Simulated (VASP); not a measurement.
Input of a VASP 6.6.1 run:

File INCAR:

```
SYSTEM = Co
PREC = Accurate
ENCUT = 520
EDIFF = 1E-8
ISMEAR = -1
SIGMA = 0.05
LREAL = .False.
LASPH = .True.
NELM = 150
ALGO = Normal
ISIF = 2
LWAVE = .False.
LCHARG = .False.
ISPIN = 2
MAGMOM = 2 2
LORBIT = 11
LMAXMIX = 4
GGA = PE
LEFG = .True.
NBANDS = 20
```

KPOINTS

```
Automatic mesh
0
Gamma
  19 19 10
  0 0 0
```

File POSCAR:

```
Co
1.0
    2.4849561438      0.0000000000      0.0000000000
   -1.2424780719      2.1520351478      0.0000000000
    0.0000000000      0.0000000000      4.0357094384
Co
2
Direct
    0.3333333333      0.6666666667      0.2500000000
    0.6666666667      0.3333333333      0.7500000000
```

Potentials or basis: VASP PAW PBE potentials, release 64 (Co).

Launch:

```sh
$ cat potpaw_PBE.64/Co/POTCAR > POTCAR
$ mpirun -np 1 vasp_std > vasp.out
```

Estimate the site moments.

Co +1.62 μB.

Estimate the net moment.

3.20 μB per cell.

Electric field gradients, principal values (V/Å²):
| atom | least | middle | greatest (by size) |
| --- | --- | --- | --- |
| 1 Co | 1.074 | 1.076 | -2.150 |
| 2 Co | 1.074 | 1.076 | -2.150 |

Caveat: without QUAD_EFG the Cq values of the log hold for a quadrupole moment of 1 mb, not for the nuclei.
